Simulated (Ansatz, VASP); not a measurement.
**Two plane-wave programs on Ge2Sb2Te5**

```
Ge Sb Te
1.0
     4.26400    0.00000    0.00000
    -2.13200    3.69273    0.00000
     0.00000    0.00000   18.08655
Ge Sb Te
2 2 5
Direct
  0.00000 0.00000 0.33147
  0.00000 0.00000 0.66853
  0.33333 0.66667 0.11216
  0.66667 0.33333 0.88784
  0.00000 0.00000 0.00000
  0.33333 0.66667 0.79136
  0.66667 0.33333 0.20864
  0.33333 0.66667 0.40975
  0.66667 0.33333 0.59025
```

Alike in both runs: task single point; functional PBE; k mesh 12 × 12 × 2; occupations gaussian, width 0.03 eV; no spin polarisation.

|  | VASP | Ansatz |
| --- | --- | --- |
| version | VASP 6.6.1 | Ansatz 0.2.0 |
| potentials or method | VASP PAW PBE potentials, release 64 (Ge_d, Sb, Te), cutoff 520 eV | scalar-relativistic, plane waves, PAW |
| valence electrons in the cell | 68 | 138 |

Ansatz gave:

```
gap on the k mesh at the Fermi level (eV) : 0.01
least direct gap on the mesh (eV)         : 0.01
pressure (GPa)                            : 0.0
rms of the force components (eV/Å)        : 0.003
```

Q: Which values does VASP return?

A: gap on the k mesh at the Fermi level (eV): 0.02; least direct gap on the mesh (eV): 0.02; pressure (GPa): 0.0; rms of the force components (eV/Å): 0.009.

Atom by atom the forces differ by 0.008 eV/Å (rms over components). VASP's potentials hold 68 valence electrons a cell and Ansatz's 138, so a difference there can come from the potentials and not from the codes.

Neither program's run includes spin-orbit coupling.
